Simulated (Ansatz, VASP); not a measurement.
## C in VASP and in Ansatz

The input INCAR:

```
SYSTEM = C
PREC = Accurate ; ENCUT = 520
EDIFF = 1E-7 ; ISMEAR = 0
SIGMA = 0.15 ; LREAL = .False.
LASPH = .True. ; NELM = 80
ALGO = Normal ; ISIF = 2
LWAVE = .False. ; LCHARG = .True.
LELF = .True. ; LVHAR = .True.
NBANDS = 11
```

Contents of KPOINTS:

```
regular mesh
0
Gamma
  24 24 6
  0 0 0
```

POSCAR

```
C
1.0
    2.4561701622      0.0000000000      0.0000000000
   -1.2280850811      2.1271057565      0.0000000000
    0.0000000000      0.0000000000      8.5238033600
C
2
Direct
    0.3333333333      0.6666666667     -0.0117318521
    0.6666666667      0.3333333333      0.0000000000
```

Input for Ansatz:

```yaml
crystal:
  lattice:
    - [2.4561701622, 0.0, 0.0]
    - [-1.2280850811, 2.1271057565, 0.0]
    - [0.0, 0.0, 8.52380336]
  atoms:
    - { symbol: C, position: [0.3333333333, 0.6666666667, -0.0117318521] }
    - { symbol: C, position: [0.6666666667, 0.3333333333, 0.0] }
basis:
  ecutwfc: 420
kpoints:
  mp_grid: { grid: [24, 24, 6] }
hamiltonian:
  xc: lda
scf:
  occupations: { method: gaussian, width: 0.15 }
output:
  forces: true
  stress: true
  eigenvalues: true
```

Alike in both runs: task single point; functional LDA; k mesh 24 × 24 × 6; occupations gaussian, width 0.15 eV; no spin polarisation.

```csv
,VASP,Ansatz
version,VASP 6.6.1,Ansatz 0.2.0
potentials or method,"VASP PAW LDA potentials, release 64 (C), cutoff 520 eV","scalar-relativistic, plane waves, PAW"
valence electrons in the cell,8,8
```

```tsv
	VASP	Ansatz	Ansatz less VASP
gap on the k mesh at the Fermi level (eV)	none	none	-
rms of the force components (eV/Å)	1.025	1.032	+0.0063
```

LDA's correlation is that of Perdew and Zunger in VASP and of Perdew and Wang (1992) in Ansatz. Atom by atom the forces differ by 0.006 eV/Å (rms over components). A gap of «none» marks a metal or a gap that the smearing closes.
